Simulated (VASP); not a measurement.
# BaO (Fm-3m) in VASP: further runs, part 2 of 2

VASP 6.6.1.

## (3) Single point, PBE

This run uses another cell than the first one, of 23.29 Å³/atom.

INCAR reads:

```
PREC = Accurate ; ENCUT = 1340
EDIFF = 1E-6 ; ISMEAR = 0
SIGMA = 0.01 ; LREAL = F
LASPH = T ; NELM = 120
ALGO = Normal ; ISIF = 2
LWAVE = F ; LCHARG = F
GGA = PE ; NBANDS = 15
GGA_COMPAT = F
```

KPOINTS reads:

```
regular mesh
0
Gamma
  6 6 6
```

POSCAR reads:

```
BaO
1.0
    0.0000000000      2.8558717560      2.8558717560
    2.8558717560      0.0000000000      2.8558717560
    2.8558717560      2.8558717560      0.0000000000
Ba O
1 1
Direct
    0.0000000000      0.0000000000      0.0000000000
    0.5000000000      0.5000000000      0.5000000000
```

Potentials or basis: VASP PAW PBE potentials, release 64 (Ba_sv, O_h).

Command:

```console
$ cat potpaw_PBE.64/Ba_sv/POTCAR potpaw_PBE.64/O_h/POTCAR > POTCAR
$ mpirun -np 1 vasp_std > vasp.out
```

OUTCAR:

```text
PREC = Accurate
   ENCUT = 1340
   EDIFF = 1E-6
   ISMEAR = 0
   LREAL = F
   LASPH = T
   NELM = 120
   ISIF = 2
   GGA = PE

 ion  position               nearest neighbor table
   1  0.000  0.000  0.000-   2 2.86   2 2.86   2 2.86   2 2.86   2 2.86   2 2.86
   2  0.500  0.500  0.500-   1 2.86   1 2.86   1 2.86   1 2.86   1 2.86   1 2.86

  LATTYP: Found a face centered cubic cell.
 ALAT       =     5.7117435120

  Lattice vectors:

 A1 = (   0.0000000000,   2.8558717560,   2.8558717560)
 A2 = (   2.8558717560,   0.0000000000,   2.8558717560)
 A3 = (   2.8558717560,   2.8558717560,   0.0000000000)

Analysis of symmetry for initial positions (statically):
=====================================================================
 Subroutine PRICEL returns:
 Original cell was already a primitive cell.

 Routine SETGRP: Setting up the symmetry group for a
 face centered cubic supercell.

 Subroutine GETGRP returns: Found 48 space group operations
 (whereof 48 operations were pure point group operations)
 out of a pool of 48 trial point group operations.

The static configuration has the point symmetry O_h .

Analysis of symmetry for dynamics (positions and initial velocities):
=====================================================================
 Subroutine PRICEL returns:
 Original cell was already a primitive cell.

 Routine SETGRP: Setting up the symmetry group for a
 face centered cubic supercell.

 Subroutine GETGRP returns: Found 48 space group operations
 (whereof 48 operations were pure point group operations)
 out of a pool of 48 trial point group operations.

The dynamic configuration has the point symmetry O_h .

 Subroutine INISYM returns: Found 48 space group operations
 (whereof 48 operations are pure point group operations),
 and found     1 'primitive' translations

[... 112 lines left out ...]
   AEXX    =    0.0000 exact exchange contribution
   IVDW    =     0    specifies the selected vdW correction
   LEPSILON=     F    determine dielectric tensor
   LRPA    =     F    only Hartree local field effects (RPA)
 non-spin polarized calculation
 Gauss-broadening in eV      SIGMA  =   0.01
  energy-cutoff  :     1340.00
  volume of cell :       46.58
 maximum number of plane-waves:      5218
   NGX = 25   NGY = 25   NGZ = 25

 number of electron      16.0000000 magnetization

 Free energy of the ion-electron system (eV)
  ---------------------------------------------------
  ext. energy  EPLUGINS =         0.00000000
  ---------------------------------------------------
  free energy    TOTEN  =       -11.79363268 eV

  energy without entropy =      -11.79363268  energy(sigma->0) =      -11.79363268

 E-fermi :   1.5052     XC(G=0):  -9.2035

 val. band max:        1.4434216858   @ k =   0.5000   0.5000   0.0000
 cond. band min:       3.6866074783   @ k =   0.5000   0.5000   0.0000
 fundamental gap:      2.2431857925
 Fermi energy:         1.5052234949

 k-point     1 :       0.0000    0.0000    0.0000
  band No.  band energies     occupation
      1     -24.5104      2.00000
      2     -13.3108      2.00000
      3      -9.1801      2.00000
      4      -9.1801      2.00000
      5      -9.1801      2.00000
      6       1.3183      2.00000
      7       1.3183      2.00000
      8       1.3183      2.00000
      9       4.6155      0.00000
     10       6.1487      0.00000
     11       6.1487      0.00000
     12       6.1487      0.00000
     13       8.1920      0.00000
     14       8.1920      0.00000
[... 257 lines left out ...]
      2     -13.5181      2.00000
      3     -10.1433      2.00000
      4      -9.8023      2.00000
      5      -9.3418      2.00000
      6       0.6707      2.00000
      7       1.3062      2.00000
      8       1.3588      2.00000
      9       4.8453      0.00000
     10       7.4446      0.00000
     11       7.7136      0.00000
     12      10.4236      0.00000
     13      10.6255      0.00000
     14      12.7078      0.00000
     15      13.0099      0.00000

------------------------ aborting loop because EDIFF is reached ----------------------------------------

  FORCE on cell =-STRESS in cart. coord.  units (eV):
  Direction    XX          YY          ZZ          XY          YZ          ZX
  --------------------------------------------------------------------------------------
  -------------------------------------------------------------------------------------
  Total       -0.9280851     -0.9280851     -0.9280851      0.0000000      0.0000000      0.0000000
  in kB      -31.9192211    -31.9192211    -31.9192211      0.0000000      0.0000000      0.0000000
  external PRESSURE =     -31.9192211 kB  Pullay stress =       0.0000000 kB

 VOLUME and BASIS-vectors are now :
 -----------------------------------------------------------------------------
  energy-cutoff  :     1340.00
  volume of cell :       46.58
      direct lattice vectors                 reciprocal lattice vectors
     0.000000000  2.855871756  2.855871756    -0.175077890  0.175077890  0.175077890
     2.855871756  0.000000000  2.855871756     0.175077890 -0.175077890  0.175077890
     2.855871756  2.855871756  0.000000000     0.175077890  0.175077890 -0.175077890

 POSITION                                       TOTAL-FORCE (eV/Angst)
 -----------------------------------------------------------------------------------
      0.00000      0.00000      0.00000        -0.000000     -0.000000     -0.000000
      2.85587      2.85587      2.85587         0.000000      0.000000      0.000000
 -----------------------------------------------------------------------------------
    total drift:                               -0.000000     -0.000000     -0.000000

  FREE ENERGIE OF THE ION-ELECTRON SYSTEM (eV)
  ---------------------------------------------------
  free  energy   TOTEN  =       -11.7936326791 eV

  energy  without entropy=      -11.7936326791  energy(sigma->0) =      -11.79363268
```

OSZICAR:

```text
N       E                     dE             d eps       ncg     rms          rms(c)
DAV:   1     0.141884131365E+03    0.14188E+03   -0.13308E+04   480   0.208E+03
DAV:   2    -0.225080177835E+00   -0.14211E+03   -0.12376E+03   666   0.271E+02
DAV:   3    -0.140782754394E+02   -0.13853E+02   -0.13590E+02   592   0.838E+01
DAV:   4    -0.143849290714E+02   -0.30665E+00   -0.30656E+00   574   0.131E+01
DAV:   5    -0.143910916353E+02   -0.61626E-02   -0.61623E-02   613   0.182E+00    0.950E+00
DAV:   6    -0.120902010048E+02    0.23009E+01   -0.90775E+00   592   0.204E+01    0.632E+00
DAV:   7    -0.118185158342E+02    0.27169E+00   -0.85662E-01   551   0.748E+00    0.211E+00
DAV:   8    -0.118008692431E+02    0.17647E-01   -0.16861E-01   529   0.442E+00    0.605E-01
DAV:   9    -0.117917423519E+02    0.91269E-02   -0.14529E-02   594   0.111E+00    0.203E-01
DAV:  10    -0.117935927944E+02   -0.18504E-02   -0.38630E-03   501   0.618E-01    0.356E-02
DAV:  11    -0.117936190498E+02   -0.26255E-04   -0.17642E-04   599   0.108E-01    0.231E-02
DAV:  12    -0.117936300264E+02   -0.10977E-04   -0.37223E-05   508   0.689E-02    0.546E-03
DAV:  13    -0.117936320621E+02   -0.20358E-05   -0.52609E-06   628   0.228E-02    0.335E-03
DAV:  14    -0.117936326791E+02   -0.61697E-06   -0.30734E-06   508   0.177E-02
   1 F= -.11793633E+02 E0= -.11793633E+02  d E =-.202476E-20
```

Wall time 38 s (1 thread of Intel Xeon Platinum 8375C at 2.90GHz (Ice Lake), shared host); peak memory 0.34 GiB.

Results:

```
Free energy            : -11.7936 eV
Pressure               : -3.2 GPa
Band gap on the k mesh : 2.24 eV
```

Caveat: the cell stands under tension; spin-orbit coupling is left out, which moves the levels of the heavy elements. A k mesh can miss the band edges.

## (4) Single point, PBE

This run uses another cell than the first one, of 18.30 Å³/atom.

INCAR reads:

```
SYSTEM = BaO
PREC = Accurate ; ENCUT = 1340
EDIFF = 1E-6 ; ISMEAR = 0
SIGMA = 0.01 ; LREAL = .False.
LASPH = .True. ; NELM = 120
ALGO = Normal ; ISIF = 2
LWAVE = .False. ; LCHARG = .True.
GGA = PE ; LELF = .True.
LVHAR = .True. ; NBANDS = 15
GGA_COMPAT = .False.
```

KPOINTS reads:

```
Automatic mesh
0
Gamma
  6 6 6
  0 0 0
```

POSCAR reads:

```
BaO
1.0
    0.0000000000      2.6352809214      2.6352809214
    2.6352809214      0.0000000000      2.6352809214
    2.6352809214      2.6352809214      0.0000000000
Ba O
1 1
Direct
    0.0000000000      0.0000000000      0.0000000000
    0.5000000000      0.5000000000      0.5000000000
```

Command:

```console
$ cat potpaw_PBE.64/Ba_sv/POTCAR potpaw_PBE.64/O_h/POTCAR > POTCAR
$ mpirun -np 1 vasp_std > vasp.out
```

It took 44 s on 1 thread of Intel Xeon Platinum 8259CL at 2.50GHz (Skylake/Cascade Lake), shared host; peak memory 0.34 GiB.

It converged, with:

```yaml
Free_energy: -11.4109 eV
Pressure: 20.1 GPa
Band_gap_on_the_k_mesh: 1.33 eV
```

Levels at points of the mesh, in eV from the valence-band top:
| k point | band 4 | band 5 | band 6 | band 7 | band 8 | band 9 | band 10 | band 11 | band 12 | band 13 |
| --- | --- | --- | --- | --- | --- | --- | --- | --- | --- | --- |
| (0.00, 0.00, 0.00) | -10.25 | -10.25 | -0.81 | -0.81 | -0.81 | 4.19 | 4.47 | 4.47 | 4.47 | 7.14 |
| (0.50, 0.00, 0.00) | -10.40 | -10.40 | -2.68 | -2.29 | -2.29 | 4.99 | 7.52 | 7.52 | 8.94 | 11.59 |
| (0.50, 0.50, 0.00) | -11.15 | -11.15 | -0.41 | -0.41 | 0.00 | 1.33 | 6.54 | 9.49 | 10.32 | 10.59 |

Caveat: the cell stands under pressure; spin-orbit coupling is left out, which moves the levels of the heavy elements.

## (5) Single point, PBE

This run uses another cell than the first one, of 19.13 Å³/atom.

INCAR reads:

```
PREC = Accurate
ENCUT = 1340
EDIFF = 1E-6
ISMEAR = 0
SIGMA = 0.01
LREAL = False
LASPH = True
NELM = 120
ALGO = Normal
ISIF = 2
LWAVE = False
LCHARG = False
GGA = PE
NBANDS = 15
GGA_COMPAT = False
```

KPOINTS reads:

```
Automatic mesh
0
Gamma
  6 6 6
```

POSCAR reads:

```
BaO
1.0
    0.0000000000      2.6746192721      2.6746192721
    2.6746192721      0.0000000000      2.6746192721
    2.6746192721      2.6746192721      0.0000000000
Ba O
1 1
Direct
    0.0000000000      0.0000000000      0.0000000000
    0.5000000000      0.5000000000      0.5000000000
```

Potentials or basis: VASP PAW PBE potentials, release 64 (Ba_sv, O_h).

Command:

```console
$ cat potpaw_PBE.64/Ba_sv/POTCAR potpaw_PBE.64/O_h/POTCAR > POTCAR
$ mpirun -np 1 vasp_std > vasp.out
```

OUTCAR:

```text
PREC = Accurate
   ENCUT = 1340
   EDIFF = 1E-6
   ISMEAR = 0
   LREAL = False
   LASPH = True
   NELM = 120
   ISIF = 2
   GGA = PE

 ion  position               nearest neighbor table
   1  0.000  0.000  0.000-   2 2.67   2 2.67   2 2.67   2 2.67   2 2.67   2 2.67
   2  0.500  0.500  0.500-   1 2.67   1 2.67   1 2.67   1 2.67   1 2.67   1 2.67

  LATTYP: Found a face centered cubic cell.
 ALAT       =     5.3492385442

  Lattice vectors:

 A1 = (   0.0000000000,   2.6746192721,   2.6746192721)
[... 464 lines left out ...]
------------------------ aborting loop because EDIFF is reached ----------------------------------------

  FORCE on cell =-STRESS in cart. coord.  units (eV):
  Direction    XX          YY          ZZ          XY          YZ          ZX
  --------------------------------------------------------------------------------------
  -------------------------------------------------------------------------------------
  Total        3.3052747      3.3052747      3.3052747      0.0000000      0.0000000      0.0000000
  in kB      138.3892133    138.3892133    138.3892133      0.0000000      0.0000000      0.0000000
  external PRESSURE =     138.3892133 kB  Pullay stress =       0.0000000 kB

 VOLUME and BASIS-vectors are now :
 -----------------------------------------------------------------------------
  energy-cutoff  :     1340.00
  volume of cell :       38.27
      direct lattice vectors                 reciprocal lattice vectors
     0.000000000  2.674619272  2.674619272    -0.186942495  0.186942495  0.186942495
     2.674619272  0.000000000  2.674619272     0.186942495 -0.186942495  0.186942495
     2.674619272  2.674619272  0.000000000     0.186942495  0.186942495 -0.186942495

 POSITION                                       TOTAL-FORCE (eV/Angst)
 -----------------------------------------------------------------------------------
      0.00000      0.00000      0.00000        -0.000000     -0.000000     -0.000000
      2.67462      2.67462      2.67462         0.000000      0.000000      0.000000
 -----------------------------------------------------------------------------------
    total drift:                               -0.000000     -0.000000     -0.000000

  FREE ENERGIE OF THE ION-ELECTRON SYSTEM (eV)
  ---------------------------------------------------
  free  energy   TOTEN  =       -11.5876586265 eV

  energy  without entropy=      -11.5876586265  energy(sigma->0) =      -11.58765863
```

stdout:

```text
POSCAR found type information on POSCAR BaO
 POSCAR found :  2 types and       2 ions
 scaLAPACK will be used
 LDA part: xc-table for (Slater+PW92), standard interpolation
 POSCAR, INCAR and KPOINTS ok, starting setup
 FFT: planning ... GRIDC
 FFT: planning ... GRID_SOFT
 FFT: planning ... GRID
 WAVECAR not read
 entering main loop
```

It took 54 s on 1 thread of Intel Xeon Platinum 8259CL at 2.50GHz (Skylake/Cascade Lake), shared host; peak memory 0.34 GiB.

Results:

* Free energy: -11.5877 eV
* Pressure: 13.8 GPa
* Band gap on the k mesh: 1.55 eV

Caveat: the cell stands under pressure; spin-orbit coupling is left out, which moves the levels of the heavy elements. A k mesh can miss the band edges.

## (6) Single point, PBE

This run uses another cell than the first one, of 19.97 Å³/atom.

INCAR reads:

```
SYSTEM = BaO
PREC = Accurate
ENCUT = 1340
EDIFF = 1E-6
ISMEAR = 0
SIGMA = 0.01
LREAL = .FALSE.
LASPH = .TRUE.
NELM = 120
ALGO = Normal
ISIF = 2
LWAVE = .FALSE.
LCHARG = .TRUE.
GGA = PE
LELF = .TRUE.
LVHAR = .TRUE.
NBANDS = 15
GGA_COMPAT = .FALSE.
```

KPOINTS reads:

```
Automatic mesh
0
G
  6 6 6
  0 0 0
```

POSCAR reads:

```
BaO
1.0
    0.0000000000      2.7128332818      2.7128332818
    2.7128332818      0.0000000000      2.7128332818
    2.7128332818      2.7128332818      0.0000000000
Ba O
1 1
Direct
    0.0000000000      0.0000000000      0.0000000000
    0.5000000000      0.5000000000      0.5000000000
```

Potentials or basis: VASP PAW PBE potentials, release 64 (Ba_sv, O_h).

Command:

```console
$ cat potpaw_PBE.64/Ba_sv/POTCAR potpaw_PBE.64/O_h/POTCAR > POTCAR
$ mpirun -np 1 vasp_std > vasp.out
```

Wall time 52 s (1 thread of Intel Xeon Platinum 8259CL at 2.50GHz (Skylake/Cascade Lake), shared host); peak memory 0.34 GiB.

The run converged. Its results:

```
Free energy            : -11.7061 eV
Pressure               : 8.8 GPa
Band gap on the k mesh : 1.74 eV
```

Levels at points of the mesh, in eV from the valence-band top:
```csv
k point,band 5,band 6,band 7,band 8,band 9,band 10,band 11,band 12
"(0.00, 0.00, 0.00)",-10.33,-0.52,-0.52,-0.52,3.81,4.62,4.62,4.62
"(0.50, 0.00, 0.00)",-10.46,-2.26,-1.78,-1.78,4.97,7.32,7.32,8.52
"(0.50, 0.50, 0.00)",-11.03,-0.26,-0.26,0.00,1.74,6.21,9.15,9.78
```

Caveat: the cell stands under pressure; spin-orbit coupling is left out, which moves the levels of the heavy elements.

## (7) Overview

```tsv
cell	gap on the mesh (eV)	pressure (GPa)
a = 3.940 Å, angles 60.0°, 2 atoms	2.04	1.5
a = 4.039 Å, angles 60.0°, 2 atoms	2.24	-3.2
a = 3.727 Å, angles 60.0°, 2 atoms	1.33	20.1
a = 3.782 Å, angles 60.0°, 2 atoms	1.55	13.8
a = 3.837 Å, angles 60.0°, 2 atoms	1.74	8.8
```

Alike in all rows: task single point; level PBE; potentials or basis VASP PAW PBE potentials, release 64 (Ba_sv, O_h); no spin polarisation; k mesh 6 × 6 × 6; cutoff (eV) 1340; smearing gaussian 0.01 eV.

Caveats: spin-orbit coupling is left out, which moves the levels of the heavy elements; the cell stands under pressure (at least some runs); the cell stands under tension (at least some runs).

Absolute energies hang on the potentials; compare differences alone.
